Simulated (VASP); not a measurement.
# SiO2 (rutile type) (P4_2/mnm) in VASP: further runs

SiO2 (rutile type) is run at these levels: LDA; tasks: single point.

Everything below comes from runs of VASP 6.6.1. Logs are shortened: lines on timing, memory, paths and dates and some standing lists are left out, and cuts for length are marked.

## (1) The cell of the first run

It takes space group P4_2/mnm (No. 136, tetragonal). Conventional cell: a = 3.697 Å, b = 3.697 Å, c = 2.420 Å, α = 90.00°, β = 90.00°, γ = 90.00°. Si (site symmetry mmm) has 6 O at 1.57 to 1.60 Å within 2.1 Å. Within 2.1 Å of O (site symmetry m2m) lie 3 Si at 1.57 to 1.60 Å and 1 O at 2.10 Å.

## (2) Single point, LDA (5.51 Å³/atom)

The input, INCAR:

```
PREC     = Accurate       # precision mode
ENCUT    = 600            # plane-wave cutoff, eV
EDIFF    = 1E-6           # SCF threshold, eV
ISMEAR   = -1             # smearing method
SIGMA    = 0.08           # smearing width, eV
LREAL    = F              # projectors in reciprocal space
LASPH    = T              # aspherical terms in the spheres
NELM     = 120            # most SCF steps
ALGO     = Normal         # electronic algorithm
ISIF     = 2              # what is computed and relaxed
LWAVE    = F              # write WAVECAR
LCHARG   = F              # write CHGCAR
GGA      = CA             # functional
NBANDS   = 25             # bands
GGA_COMPAT= F
```

The input, KPOINTS:

```
Automatic mesh
0
Gamma
  8 8 11
```

The input, POSCAR:

```
SiO2
1.0
    3.6969616575      0.0000000000      0.0000000000
    0.0000000000      3.6969616575      0.0000000000
    0.0000000000      0.0000000000      2.4203141216
Si O
2 4
Direct
    0.0000000000      0.0000000000      0.0000000000
    0.5000000000      0.5000000000      0.5000000000
    0.2993999900      0.2993999900      0.0000000000
    0.7006000100      0.7006000100      0.0000000000
    0.7993999900      0.2006000100      0.5000000000
    0.2006000100      0.7993999900      0.5000000000
```

Potentials or basis: VASP PAW LDA potentials, release 64 (Si, O).

Launch:

```console
$ cat potpaw_LDA.64/Si/POTCAR potpaw_LDA.64/O/POTCAR > POTCAR
$ mpirun -np 1 vasp_std > vasp.out
```

OUTCAR:

```text
PREC = Accurate
   ENCUT = 600
   EDIFF = 1E-6
   ISMEAR = -1
   LREAL = F
   LASPH = T
   NELM = 120
   ISIF = 2
   GGA = CA

 ion  position               nearest neighbor table
   1  0.000  0.000  0.000-   3 1.57   4 1.57   5 1.60   6 1.60   5 1.60   6 1.60   2 2.88   2 2.88
                             2 2.88   2 2.88   2 2.88   2 2.88   2 2.88   2 2.88
   2  0.500  0.500  0.500-   5 1.57   6 1.57   3 1.60   4 1.60   3 1.60   4 1.60   1 2.88   1 2.88
                             1 2.88   1 2.88   1 2.88   1 2.88   1 2.88   1 2.88
   3  0.299  0.299  0.000-   1 1.57   2 1.60   2 1.60
   4  0.701  0.701  0.000-   1 1.57   2 1.60   2 1.60
   5  0.799  0.201  0.500-   2 1.57   1 1.60   1 1.60
   6  0.201  0.799  0.500-   2 1.57   1 1.60   1 1.60

  LATTYP: Found a simple tetragonal cell.
 ALAT       =     3.6969616575
 C/A-ratio  =     0.6546765549

  Lattice vectors:

 A1 = (   3.6969616575,   0.0000000000,   0.0000000000)
 A2 = (   0.0000000000,   3.6969616575,   0.0000000000)
 A3 = (   0.0000000000,   0.0000000000,   2.4203141216)

Analysis of symmetry for initial positions (statically):
=====================================================================
 Subroutine PRICEL returns:
 Original cell was already a primitive cell.

 Routine SETGRP: Setting up the symmetry group for a
 simple tetragonal supercell.

 Subroutine GETGRP returns: Found 16 space group operations
 (whereof  8 operations were pure point group operations)
 out of a pool of 16 trial point group operations.

The static configuration has the point symmetry D_2h.
 The point group associated with its full space group is D_4h.

Analysis of symmetry for dynamics (positions and initial velocities):
=====================================================================
 Subroutine PRICEL returns:
 Original cell was already a primitive cell.

 Routine SETGRP: Setting up the symmetry group for a
 simple tetragonal supercell.

 Subroutine GETGRP returns: Found 16 space group operations
 (whereof  8 operations were pure point group operations)
 out of a pool of 16 trial point group operations.

The dynamic configuration has the point symmetry D_2h.
 The point group associated with its full space group is D_4h.

 Subroutine INISYM returns: Found 16 space group operations
 (whereof  8 operations are pure point group operations),
 and found     1 'primitive' translations

----------------------------------------------------------------------------------------

                                     Primitive cell

  volume of cell :      33.0797

  direct lattice vectors                    reciprocal lattice vectors
     3.696961658  0.000000000  0.000000000     0.270492391  0.000000000  0.000000000
     0.000000000  3.696961658  0.000000000     0.000000000  0.270492391  0.000000000
     0.000000000  0.000000000  2.420314122     0.000000000  0.000000000  0.413169510

  length of vectors
     3.696961658  3.696961658  2.420314122     0.270492391  0.270492391  0.413169510

  position of ions in fractional coordinates (direct lattice)
     0.000000000  0.000000000  0.000000000
     0.500000000  0.500000000  0.500000000
     0.299399990  0.299399990  0.000000000
     0.700600010  0.700600010  0.000000000
     0.799399990  0.200600010  0.500000000
     0.200600010  0.799399990  0.500000000

  ion indices of the primitive-cell ions
   primitive index   ion index
                 1           1
                 2           2
                 3           3
                 4           4
                 5           5
                 6           6

----------------------------------------------------------------------------------------

 KPOINTS: Automatic mesh

Automatic generation of k-mesh.
 Grid dimensions read from file:
 generate k-points for:    8    8   11

 Generating k-lattice:

  Cartesian coordinates                     Fractional coordinates (reciprocal lattice)
     0.033811549  0.000000000  0.000000000     0.125000000  0.000000000  0.000000000
     0.000000000  0.033811549  0.000000000     0.000000000  0.125000000  0.000000000
     0.000000000  0.000000000  0.037560865     0.000000000  0.000000000  0.090909091

  Length of vectors
     0.033811549  0.033811549  0.037560865

  Shift w.r.t. Gamma in fractional coordinates (k-lattice)
     0.000000000  0.000000000  0.000000000

 Subroutine IBZKPT returns following result:
 ===========================================

 Found     90 irreducible k-points:

 Following reciprocal coordinates:
            Coordinates               Weight
  0.000000  0.000000  0.000000      1.000000
  0.125000  0.000000  0.000000      4.000000
  0.250000  0.000000  0.000000      4.000000
  0.375000  0.000000  0.000000      4.000000
  0.500000  0.000000  0.000000      2.000000
  0.125000  0.125000  0.000000      4.000000
[... 16 lines left out ...]
  0.375000  0.125000  0.090909     16.000000
  0.500000  0.125000  0.090909      8.000000
 [... further k-points ...]
   k-points           NKPTS =     90   k-points in BZ     NKDIM =     90   number of bands    NBANDS=     25
   number of dos      NEDOS =    301   number of ions     NIONS =      6
   total plane-waves  NPLWV =  18000
   dimension x,y,z NGX =    30 NGY =   30 NGZ =   20
   dimension x,y,z NGXF=    60 NGYF=   60 NGZF=   40
   ions per type =               2   4
   NGX,Y,Z   is equivalent  to a cutoff of  13.49, 13.49, 13.74 a.u.
   NGXF,Y,Z  is equivalent  to a cutoff of  26.98, 26.98, 27.48 a.u.
 SYSTEM =  unknown system
   PREC   = accura    normal or accurate (medium, high low for compatibility)
   ISTART =      0    job   : 0-new  1-cont  2-samecut
   ICHARG =      2    charge: 1-file 2-atom 10-const
   ISPIN  =      1    spin polarized calculation?
   LNONCOLLINEAR =      F non collinear calculations
   LSORBIT =      F    spin-orbit coupling
   LASPH  =      T    aspherical Exc in radial PAW
   ENCUT  =  600.0 eV  44.10 Ry    6.64 a.u.   7.38  7.38  4.83*2*pi/ulx,y,z
   NELM   =    120;   NELMIN=  2; NELMDL= -5     # of ELM steps
   EDIFF  = 0.1E-05   stopping-criterion for ELM
   LREAL  =      F    real-space projection
   EDIFFG = 0.1E-04   stopping-criterion for IOM
   NSW    =      0    number of steps for IOM
   IBRION =     -1    ionic relax: 0-MD 1-quasi-New 2-CG
   NFREE  =      0    steps in history (QN), initial steepest desc. (CG)
   ISIF   =      2    stress and relaxation
   ISYM   =      2    0-nonsym 1-usesym 2-fastsym
   POTIM  = 0.5000    time-step for ionic-motion
   TEBEG  =    0.0;   TEEND  =   0.0 temperature during run
   PSTRESS=    0.0 pullay stress
   NELECT =      32.0000    total number of electrons
   NUPDOWN=      -1.0000    fix difference up-down
   EMIN   =  10.00;   EMAX   =-10.00  energy-range for DOS
   EFERMI =   0.00;   METHOD = LEGACY
   ISMEAR =    -1;   SIGMA  =   0.08  broadening in eV -4-tet -1-fermi 0-gaus
   EFERMI_NEDOS =   21; number of points for ismear=-14 and -15
   IALGO  =     38    algorithm
   IMIX   =      4    mixing-type and parameters
     AMIX     =   0.40;   BMIX     =  1.00
     AMIX_MAG =   1.60;   BMIX_MAG =  1.00
  volume/ion in A,a.u.               =       5.51        37.21
  Fermi-wavevector in a.u.,A,eV,Ry     =   1.619090  3.059636 35.667019  2.621452
  Thomas-Fermi vector in A             =   2.713247
   LORBIT       =      0    0 simple, 1 ext, 2 COOP (PROOUT), +10 PAW based schemes
   GGA     = CA    functional components
   LHFCALC =     F    Hartree Fock is set to
   AEXX    =    0.0000 exact exchange contribution
   IVDW    =     0    specifies the selected vdW correction
   LEPSILON=     F    determine dielectric tensor
   LRPA    =     F    only Hartree local field effects (RPA)
 non-spin polarized calculation
  energy-cutoff  :      600.00
  volume of cell :       33.08
 maximum number of plane-waves:      1130
 NGX is ok and might be reduce to    30
   NGX = 15   NGY = 15   NGZ =  9

 number of electron      31.9999967 magnetization

 Free energy of the ion-electron system (eV)
  ---------------------------------------------------
  ext. energy  EPLUGINS =         0.00000000
  ---------------------------------------------------
  free energy    TOTEN  =       -45.50325632 eV

  energy without entropy =      -45.50325632  energy(sigma->0) =      -45.50325632

 E-fermi :  15.2485     XC(G=0): -14.5830

 val. band max:       13.7545601608   @ k =   0.0000   0.0000   0.0000
 cond. band min:      20.5592104633   @ k =   0.0000   0.0000   0.0000
 fundamental gap:      6.8046503025
 Fermi energy:        15.2485058103

 k-point     1 :       0.0000    0.0000    0.0000
  band No.  band energies     occupation
      1     -12.8702      2.00000
      2      -7.1500      2.00000
      3      -7.1500      2.00000
      4      -6.2236      2.00000
      5       0.1257      2.00000
      6       3.6660      2.00000
[... 17 lines left out ...]
     24      33.3792      0.00000
     25      33.4573      0.00000

 k-point     2 :       0.1250    0.0000    0.0000
  band No.  band energies     occupation
      1     -12.7473      2.00000
      2      -7.8174      2.00000
      3      -7.0727      2.00000
      4      -5.8632      2.00000
      5       0.1844      2.00000
      6       3.9197      2.00000
[... 17 lines left out ...]
     24      32.7527      0.00000
     25      32.9105      0.00000

 k-point     3 :       0.2500    0.0000    0.0000
  band No.  band energies     occupation
      1     -12.3820      2.00000
      2      -8.9031      2.00000
      3      -6.8497      2.00000
      4      -5.6397      2.00000
      5       0.3963      2.00000
      6       3.4567      2.00000
[... 552 lines left out ...]
 k-point    23 :       0.3750    0.1250    0.0909
  band No.  band energies     occupation
      1     -11.5278      2.00000
      2      -9.7918      2.00000
      3      -6.7861      2.00000
      4      -5.9153      2.00000
      5       1.2547      2.00000
      6       2.7919      2.00000
[... 17 lines left out ...]
     24      30.2022      0.00000
     25      31.2040      0.00000

 k-point    24 :       0.5000    0.1250    0.0909
  band No.  band energies     occupation
      1     -10.7396      2.00000
      2     -10.7396      2.00000
      3      -6.3442      2.00000
      4      -6.3442      2.00000
      5       1.9557      2.00000
      6       1.9557      2.00000
[... 17 lines left out ...]
     24      29.3190      0.00000
     25      31.6141      0.00000

 [... further k-points ...]
[... 5 lines left out ...]
  --------------------------------------------------------------------------------------
  -------------------------------------------------------------------------------------
  Total       43.4676455     43.4676455     43.7394508      0.0000000      0.0000000      0.0000000
  in kB     2105.3052386   2105.3052386   2118.4698153      0.0000000      0.0000000      0.0000000
  external PRESSURE =    2109.6934308 kB  Pullay stress =       0.0000000 kB

 VOLUME and BASIS-vectors are now :
 -----------------------------------------------------------------------------
  energy-cutoff  :      600.00
  volume of cell :       33.08
      direct lattice vectors                 reciprocal lattice vectors
     3.696961658  0.000000000  0.000000000     0.270492391  0.000000000  0.000000000
     0.000000000  3.696961658  0.000000000     0.000000000  0.270492391  0.000000000
     0.000000000  0.000000000  2.420314122     0.000000000  0.000000000  0.413169510

 POSITION                                       TOTAL-FORCE (eV/Angst)
 -----------------------------------------------------------------------------------
      0.00000      0.00000      0.00000         0.000000      0.000000      0.000000
      1.84848      1.84848      1.21016         0.000000      0.000000      0.000000
      1.10687      1.10687      0.00000        -0.021880     -0.021880     -0.000000
      2.59009      2.59009      0.00000         0.021880      0.021880      0.000000
      2.95535      0.74161      1.21016        -0.021880      0.021880      0.000000
      0.74161      2.95535      1.21016         0.021880     -0.021880      0.000000
 -----------------------------------------------------------------------------------
    total drift:                               -0.000000      0.000000      0.000000

  FREE ENERGIE OF THE ION-ELECTRON SYSTEM (eV)
  ---------------------------------------------------
  free  energy   TOTEN  =       -45.5032563193 eV

  energy  without entropy=      -45.5032563192  energy(sigma->0) =      -45.50325632
```

It took 1.7 min on 1 thread of Intel Xeon 8259CL, shared host; peak memory 0.18 GiB.

Results:

```
Free energy            : -45.5033 eV
Pressure               : 211.0 GPa
Largest force          : 0.031 eV/Å
Band gap on the k mesh : 6.80 eV
```

Forces in eV/Å, atoms in the order of the input:
```
Si   0.000  0.000  0.000
Si   0.000  0.000  0.000
O   -0.022 -0.022  0.000
O    0.022  0.022  0.000
O   -0.022  0.022  0.000
O    0.022 -0.022  0.000
```

Stress tensor (GPa, compression positive):
```
210.53   0.00   0.00
  0.00 210.53   0.00
  0.00   0.00 211.85
```

Levels at points of the mesh, in eV from the valence-band top:
| k point | band 13 | band 14 | band 15 | band 16 | band 17 | band 18 | band 19 | band 20 |
| --- | --- | --- | --- | --- | --- | --- | --- | --- |
| (0.00, 0.00, 0.00) | -2.65 | -1.16 | -1.16 | 0.00 | 6.80 | 10.72 | 10.72 | 11.25 |
| (0.50, 0.00, 0.00) | -3.54 | -3.54 | -1.40 | -1.40 | 9.93 | 9.93 | 12.28 | 12.28 |
| (0.50, 0.50, 0.00) | -3.98 | -3.98 | -3.68 | -3.68 | 10.49 | 10.49 | 13.01 | 13.01 |

Caveat: the cell stands under pressure; an odd mesh through Γ misses points on the zone boundary, where band edges can lie.

## (3) Single point, LDA

This run uses another cell than the first one, of 6.13 Å³/atom.

The input, INCAR:

```
SYSTEM = SiO2
  PREC = Accurate
  ENCUT = 600
  EDIFF = 1E-6
  ISMEAR = -1
  SIGMA = 0.08
  LREAL = .FALSE.
  LASPH = .TRUE.
  NELM = 120
  ALGO = Normal
  ISIF = 2
  LWAVE = .FALSE.
  LCHARG = .TRUE.
  LELF = .TRUE.
  LVHAR = .TRUE.
  NBANDS = 25
  GGA_COMPAT = .FALSE.
```

The input, KPOINTS:

```
regular mesh
0
G
  8 8 11
  0 0 0
```

The input, POSCAR:

```
SiO2
1.0
    3.8315163946      0.0000000000      0.0000000000
    0.0000000000      3.8315163946      0.0000000000
    0.0000000000      0.0000000000      2.5036737831
Si O
2 4
Direct
    0.0000000000      0.0000000000      0.0000000000
    0.5000000000      0.5000000000      0.5000000000
    0.3005901603      0.3005901603      0.0000000000
    0.6994098397      0.6994098397      0.0000000000
    0.8005901603      0.1994098397      0.5000000000
    0.1994098397      0.8005901603      0.5000000000
```

Potentials or basis: VASP PAW LDA potentials, release 64 (Si, O).

Launch:

```console
$ cat potpaw_LDA.64/Si/POTCAR potpaw_LDA.64/O/POTCAR > POTCAR
$ mpirun -np 1 vasp_std > vasp.out
```

Wall time 84 s (1 thread of Intel Xeon 8259CL, shared host); peak memory 0.19 GiB.

It converged, with:

- Free energy: -49.1969 eV
- Pressure: 115.7 GPa
- Largest force: 0.021 eV/Å
- Band gap on the k mesh: 6.74 eV

Forces on the atoms (eV/Å):
```
Si   0.000  0.000  0.000
Si   0.000  0.000  0.000
O   -0.015 -0.015  0.000
O    0.015  0.015  0.000
O   -0.015  0.015  0.000
O    0.015 -0.015  0.000
```

Stress tensor (GPa, compression positive):
```
115.35   0.00   0.00
  0.00 115.35   0.00
  0.00   0.00 116.36
```

Levels at points of the mesh, in eV from the valence-band top:
```csv
k point,band 13,band 14,band 15,band 16,band 17,band 18,band 19,band 20
"(0.00, 0.00, 0.00)",-2.62,-1.08,-1.08,0.00,6.74,9.85,9.85,10.08
"(0.50, 0.00, 0.00)",-3.27,-3.27,-1.28,-1.28,9.48,9.48,11.09,11.09
"(0.50, 0.50, 0.00)",-3.63,-3.63,-3.19,-3.19,9.69,9.69,11.96,11.96
```

Caveat: the cell stands under pressure; an odd mesh through Γ misses points on the zone boundary, where band edges can lie.

(Continued in part 2 of 2.)
